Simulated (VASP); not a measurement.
# BN (P1) in VASP: further runs

The runs below take BN through single point, with PBEsol.

All numbers are computed with VASP 6.6.1; they aren't measurements. Logs are shortened: lines on timing, memory, paths and dates and some standing lists are left out, and cuts for length are marked.

### Step 1. The cell of the first run

The typed cell holds 2 atoms: a = 3.669 Å, b = 3.669 Å, c = 3.669 Å, α = 39.87°, β = 39.87°, γ = 39.87°.

### Step 2. Single point, PBEsol

INCAR

```
PREC = Accurate
ENCUT = 520
EDIFF = 1E-6
ISMEAR = -1
SIGMA = 0.05
LREAL = False
LASPH = True
NELM = 60
ALGO = Normal
ISIF = 2
LWAVE = False
LCHARG = True
GGA = PS
LELF = True
LVHAR = True
NBANDS = 11
```

KPOINTS

```
Automatic mesh
0
Gamma
  7 7 7
```

POSCAR

```
BN
1.0
    1.2511217832      0.7223354983      3.3729344033
   -1.2511217832      0.7223354983      3.3729344033
    0.0000000000     -1.4446709966      3.3729344033
N B
1 1
Direct
    0.6142850000      0.6631530000      0.7208080000
    0.0329440000     -0.0333750000      0.0075340000
```

Potentials or basis: VASP PAW PBE potentials, release 64 (N, B).

Started as:

```bash
$ cat potpaw_PBE.64/N/POTCAR potpaw_PBE.64/B/POTCAR > POTCAR
$ mpirun -np 1 vasp_std > vasp.out
```

OUTCAR:

```text
PREC = Accurate
   ENCUT = 520
   EDIFF = 1E-6
   ISMEAR = -1
   LREAL = False
   LASPH = True
   NELM = 60
   ISIF = 2
   GGA = PS

 ion  position               nearest neighbor table
   1  0.614  0.663  0.721-   2 1.27   2 1.53   2 1.56
   2  0.033  0.967  0.008-   1 1.27   1 1.53   1 1.56

  LATTYP: Found a trigonal (rhomboedric) cell.
 ALAT       =     3.6692997666
 COS(alpha) =     0.7674786797

  Lattice vectors:

 A1 = (   1.2511217832,   0.7223354983,   3.3729344033)
 A2 = (  -1.2511217832,   0.7223354983,   3.3729344033)
 A3 = (   0.0000000000,  -1.4446709966,   3.3729344033)

Analysis of symmetry for initial positions (statically):
=====================================================================
 Subroutine PRICEL returns:
 Original cell was already a primitive cell.

 Routine SETGRP: Setting up the symmetry group for a
 trigonal (rhombohedral) supercell.

 Subroutine GETGRP returns: Found  1 space group operations
 (whereof  1 operations were pure point group operations)
 out of a pool of 12 trial point group operations.

The static configuration has the point symmetry C_1 .

Analysis of symmetry for dynamics (positions and initial velocities):
=====================================================================
 Subroutine PRICEL returns:
 Original cell was already a primitive cell.

 Routine SETGRP: Setting up the symmetry group for a
 trigonal (rhombohedral) supercell.

 Subroutine GETGRP returns: Found  1 space group operations
 (whereof  1 operations were pure point group operations)
 out of a pool of 12 trial point group operations.

The dynamic configuration has the point symmetry C_1 .

 Subroutine INISYM returns: Found  1 space group operations
 (whereof  1 operations are pure point group operations),
 and found     1 'primitive' translations

----------------------------------------------------------------------------------------

                                     Primitive cell

  volume of cell :      18.2893

  direct lattice vectors                    reciprocal lattice vectors
     1.251121783  0.722335498  3.372934403     0.399641351  0.230733042  0.098825916
    -1.251121783  0.722335498  3.372934403    -0.399641351  0.230733042  0.098825916
     0.000000000 -1.444670997  3.372934403     0.000000000 -0.461466083  0.098825916

  length of vectors
     3.669299767  3.669299767  3.669299767     0.471929558  0.471929558  0.471929558

  position of ions in fractional coordinates (direct lattice)
     0.614285000  0.663153000  0.720808000
     0.032944000  0.966625000  0.007534000

  ion indices of the primitive-cell ions
   primitive index   ion index
                 1           1
                 2           2

----------------------------------------------------------------------------------------

 KPOINTS: Automatic mesh

Automatic generation of k-mesh.
 Grid dimensions read from file:
 generate k-points for:    7    7    7

 Generating k-lattice:

  Cartesian coordinates                     Fractional coordinates (reciprocal lattice)
     0.057091622  0.032961863  0.014117988     0.142857143  0.000000000  0.000000000
    -0.057091622  0.032961863  0.014117988     0.000000000  0.142857143  0.000000000
     0.000000000 -0.065923726  0.014117988     0.000000000  0.000000000  0.142857143

  Length of vectors
     0.067418508  0.067418508  0.067418508

  Shift w.r.t. Gamma in fractional coordinates (k-lattice)
     0.000000000  0.000000000  0.000000000

 Subroutine IBZKPT returns following result:
 ===========================================

 Found    172 irreducible k-points:

 Following reciprocal coordinates:
            Coordinates               Weight
  0.000000  0.000000  0.000000      1.000000
  0.142857  0.000000 -0.000000      2.000000
  0.000000  0.142857 -0.000000      2.000000
  0.000000  0.000000  0.142857      2.000000
  0.285714 -0.000000  0.000000      2.000000
 -0.000000  0.285714  0.000000      2.000000
[... 16 lines left out ...]
 -0.142857 -0.428571  0.000000      2.000000
  0.142857 -0.000000  0.428571      2.000000
 [... further k-points ...]
   k-points           NKPTS =    172   k-points in BZ     NKDIM =    172   number of bands    NBANDS=     11
   number of dos      NEDOS =    301   number of ions     NIONS =      2
   total plane-waves  NPLWV =  21952
   dimension x,y,z NGX =    28 NGY =   28 NGZ =   28
   dimension x,y,z NGXF=    56 NGYF=   56 NGZF=   56
   ions per type =               1   1
   NGX,Y,Z   is equivalent  to a cutoff of  12.69, 12.69, 12.69 a.u.
   NGXF,Y,Z  is equivalent  to a cutoff of  25.37, 25.37, 25.37 a.u.
 SYSTEM =  unknown system
   PREC   = accura    normal or accurate (medium, high low for compatibility)
   ISTART =      0    job   : 0-new  1-cont  2-samecut
   ICHARG =      2    charge: 1-file 2-atom 10-const
   ISPIN  =      1    spin polarized calculation?
   LNONCOLLINEAR =      F non collinear calculations
   LSORBIT =      F    spin-orbit coupling
   LASPH  =      T    aspherical Exc in radial PAW
   ENCUT  =  520.0 eV  38.22 Ry    6.18 a.u.   6.82  6.82  6.82*2*pi/ulx,y,z
   NELM   =     60;   NELMIN=  2; NELMDL= -5     # of ELM steps
   EDIFF  = 0.1E-05   stopping-criterion for ELM
   LREAL  =      F    real-space projection
   EDIFFG = 0.1E-04   stopping-criterion for IOM
   NSW    =      0    number of steps for IOM
   IBRION =     -1    ionic relax: 0-MD 1-quasi-New 2-CG
   NFREE  =      0    steps in history (QN), initial steepest desc. (CG)
   ISIF   =      2    stress and relaxation
   ISYM   =      2    0-nonsym 1-usesym 2-fastsym
   POTIM  = 0.5000    time-step for ionic-motion
   TEBEG  =    0.0;   TEEND  =   0.0 temperature during run
   PSTRESS=    0.0 pullay stress
   NELECT =       8.0000    total number of electrons
   NUPDOWN=      -1.0000    fix difference up-down
   EMIN   =  10.00;   EMAX   =-10.00  energy-range for DOS
   EFERMI =   0.00;   METHOD = LEGACY
   ISMEAR =    -1;   SIGMA  =   0.05  broadening in eV -4-tet -1-fermi 0-gaus
   EFERMI_NEDOS =   21; number of points for ismear=-14 and -15
   IALGO  =     38    algorithm
   IMIX   =      4    mixing-type and parameters
     AMIX     =   0.40;   BMIX     =  1.00
     AMIX_MAG =   1.60;   BMIX_MAG =  1.00
  volume/ion in A,a.u.               =       9.14        61.71
  Fermi-wavevector in a.u.,A,eV,Ry     =   1.242717  2.348395 21.012099  1.544346
  Thomas-Fermi vector in A             =   2.377059
   LORBIT       =      0    0 simple, 1 ext, 2 COOP (PROOUT), +10 PAW based schemes
   GGA     = PS    functional components
   LHFCALC =     F    Hartree Fock is set to
   AEXX    =    0.0000 exact exchange contribution
   IVDW    =     0    specifies the selected vdW correction
   LEPSILON=     F    determine dielectric tensor
   LRPA    =     F    only Hartree local field effects (RPA)
 non-spin polarized calculation
  energy-cutoff  :      520.00
  volume of cell :       18.29
 maximum number of plane-waves:       517
   NGX = 13   NGY = 13   NGZ = 13

 number of electron       7.9999999 magnetization

 Free energy of the ion-electron system (eV)
  ---------------------------------------------------
  ext. energy  EPLUGINS =         0.00000000
  ---------------------------------------------------
  free energy    TOTEN  =       -17.46523679 eV

  energy without entropy =      -17.46523679  energy(sigma->0) =      -17.46523679

 E-fermi :   3.7711     XC(G=0): -10.1821

 val. band max:        2.6869720630   @ k =   0.0000   0.0000   0.0000
 cond. band min:       5.4793428873   @ k =   0.0000  -0.4286   0.4286
 fundamental gap:      2.7923708243
 Fermi energy:         3.7710680277

 k-point     1 :       0.0000    0.0000    0.0000
  band No.  band energies     occupation
      1     -15.7357      2.00000
      2      -2.2796      2.00000
      3      -1.1527      2.00000
      4       2.6870      2.00000
      5       6.9885      0.00000
      6      11.2498      0.00000
      7      15.3093      0.00000
      8      15.4263      0.00000
      9      18.0436      0.00000
     10      27.5026      0.00000
     11      28.5323      0.00000

 k-point     2 :       0.1429    0.0000   -0.0000
  band No.  band energies     occupation
      1     -15.3636      2.00000
      2      -2.2270      2.00000
      3      -1.8058      2.00000
      4       1.5891      2.00000
      5       7.7033      0.00000
      6      13.2747      0.00000
      7      13.7671      0.00000
      8      14.7958      0.00000
      9      18.7398      0.00000
     10      26.4596      0.00000
     11      28.0991      0.00000

 k-point     3 :       0.0000    0.1429   -0.0000
  band No.  band energies     occupation
      1     -15.3358      2.00000
      2      -1.9552      2.00000
      3      -1.8567      2.00000
      4       1.2422      2.00000
      5       7.7483      0.00000
      6      11.4685      0.00000
      7      14.1527      0.00000
      8      16.6878      0.00000
      9      19.1558      0.00000
     10      25.2019      0.00000
     11      27.7554      0.00000

 k-point     4 :       0.0000    0.0000    0.1429
  band No.  band energies     occupation
      1     -15.3304      2.00000
      2      -1.8882      2.00000
      3      -1.8365      2.00000
      4       1.0468      2.00000
      5       7.7640      0.00000
      6      11.6035      0.00000
      7      14.2238      0.00000
      8      16.6823      0.00000
      9      19.1049      0.00000
     10      25.0685      0.00000
     11      27.7238      0.00000
[... 239 lines left out ...]
 k-point    22 :      -0.0000    0.4286    0.1429
  band No.  band energies     occupation
      1     -13.3277      2.00000
      2      -5.3188      2.00000
      3      -2.3869      2.00000
      4       0.2067      2.00000
      5       8.7137      0.00000
      6      11.9313      0.00000
      7      14.5177      0.00000
      8      17.5823      0.00000
      9      19.7931      0.00000
     10      22.9964      0.00000
     11      24.4240      0.00000

 k-point    23 :      -0.1429   -0.4286    0.0000
  band No.  band energies     occupation
      1     -13.2046      2.00000
      2      -5.3343      2.00000
      3      -2.4985      2.00000
      4       0.0046      2.00000
      5       9.5139      0.00000
      6      11.5295      0.00000
      7      13.2523      0.00000
      8      17.9137      0.00000
      9      19.6563      0.00000
     10      22.9409      0.00000
     11      26.1379      0.00000

 k-point    24 :       0.1429   -0.0000    0.4286
  band No.  band energies     occupation
      1     -13.1840      2.00000
      2      -5.2173      2.00000
      3      -2.7236      2.00000
      4      -0.0278      2.00000
      5       9.6085      0.00000
      6      11.6153      0.00000
      7      13.3094      0.00000
      8      17.8909      0.00000
      9      19.6702      0.00000
     10      22.8733      0.00000
     11      26.1286      0.00000

 [... further k-points ...]
[... 5 lines left out ...]
  --------------------------------------------------------------------------------------
  -------------------------------------------------------------------------------------
  Total        4.5858416      0.7349595      0.0349321      2.8935315     -0.1679751     -0.2643136
  in kB      401.7278495     64.3837545      3.0601143    253.4784897    -14.7149207    -23.1543422
  external PRESSURE =     156.3905728 kB  Pullay stress =       0.0000000 kB

 VOLUME and BASIS-vectors are now :
 -----------------------------------------------------------------------------
  energy-cutoff  :      520.00
  volume of cell :       18.29
      direct lattice vectors                 reciprocal lattice vectors
     1.251121783  0.722335498  3.372934403     0.399641351  0.230733042  0.098825916
    -1.251121783  0.722335498  3.372934403    -0.399641351  0.230733042  0.098825916
     0.000000000 -1.444670997  3.372934403     0.000000000 -0.461466083  0.098825916

 POSITION                                       TOTAL-FORCE (eV/Angst)
 -----------------------------------------------------------------------------------
     -0.06114     -0.11859      6.73995         8.474461      5.330026      0.294167
     -1.16815      0.71114      3.39689        -8.474461     -5.330026     -0.294167
 -----------------------------------------------------------------------------------
    total drift:                                0.000091      0.000065     -0.000114

  FREE ENERGIE OF THE ION-ELECTRON SYSTEM (eV)
  ---------------------------------------------------
  free  energy   TOTEN  =       -17.4652367932 eV

  energy  without entropy=      -17.4652367931  energy(sigma->0) =      -17.46523679
```

Wall time 55 s (1 thread of Intel Xeon 6975P-C, shared host); peak memory 0.17 GiB.

Results:

```
Free energy            : -17.4652 eV
Pressure               : 15.6 GPa
Largest force          : 10.016 eV/Å
Band gap on the k mesh : 2.79 eV, indirect (least direct gap 4.00 eV)
```

Forces on the atoms (eV/Å):
```
N    8.474  5.330  0.294
B   -8.474 -5.330 -0.294
```

Levels at points of the mesh, in eV from the valence-band top:
```tsv
k point	band 1	band 2	band 3	band 4	band 5	band 6	band 7	band 8
(0.00, 0.00, 0.00)	-18.42	-4.97	-3.84	0.00	4.30	8.56	12.62	12.74
```

Caveat: the k points lie up to 0.42 Å⁻¹ apart; the PAW data sets were made with another functional, which shifts forces and pressure a little.

### Step 3. Single point, PBEsol

INCAR

```
SYSTEM = BN
PREC     = Accurate       ! precision mode
ENCUT    = 520            ! plane-wave cutoff, eV
EDIFF    = 1E-7           ! SCF threshold, eV
ISMEAR   = -1             ! smearing method
SIGMA    = 0.05           ! smearing width, eV
LREAL    = .FALSE.        ! projectors in reciprocal space
LASPH    = .TRUE.         ! aspherical terms in the spheres
NELM     = 80             ! most SCF steps
ALGO     = Normal         ! electronic algorithm
ISIF     = 2              ! what is computed and relaxed
LWAVE    = .FALSE.        ! write WAVECAR
LCHARG   = .TRUE.         ! write CHGCAR
GGA      = PS             ! functional
LELF     = .TRUE.         ! ELF
LVHAR    = .TRUE.       
NBANDS   = 11             ! bands
```

KPOINTS

```
regular mesh
0
G
  7 7 7
  0 0 0
```

POSCAR is that of step 2.

Potentials or basis: VASP PAW PBE potentials, release 64 (N, B).

Started as:

```bash
$ cat potpaw_PBE.64/N/POTCAR potpaw_PBE.64/B/POTCAR > POTCAR
$ mpirun -np 1 vasp_std > vasp.out
```

Wall time 57 s (1 thread of Intel Xeon 6975P-C, shared host); peak memory 0.17 GiB.

The run converged. Its results:

* Free energy: -17.4652 eV
* Pressure: 15.6 GPa
* Largest force: 10.016 eV/Å
* Band gap on the k mesh: 2.79 eV, indirect (least direct gap 4.00 eV)

Forces in eV/Å, atoms in the order of the input:
```
N    8.474  5.330  0.294
B   -8.474 -5.330 -0.294
```

Stress tensor (GPa, compression positive):
```
40.17 25.35 -2.32
25.35  6.44 -1.47
-2.32 -1.47  0.30
```

Levels at points of the mesh, in eV from the valence-band top:
```csv
k point,band 2,band 3,band 4,band 5,band 6,band 7
"(0.00, 0.00, 0.00)",-4.97,-3.84,0.00,4.30,8.56,12.62
```

Caveat: the k points lie up to 0.42 Å⁻¹ apart; the PAW data sets were made with another functional, which shifts forces and pressure a little. A k mesh can miss the band edges.
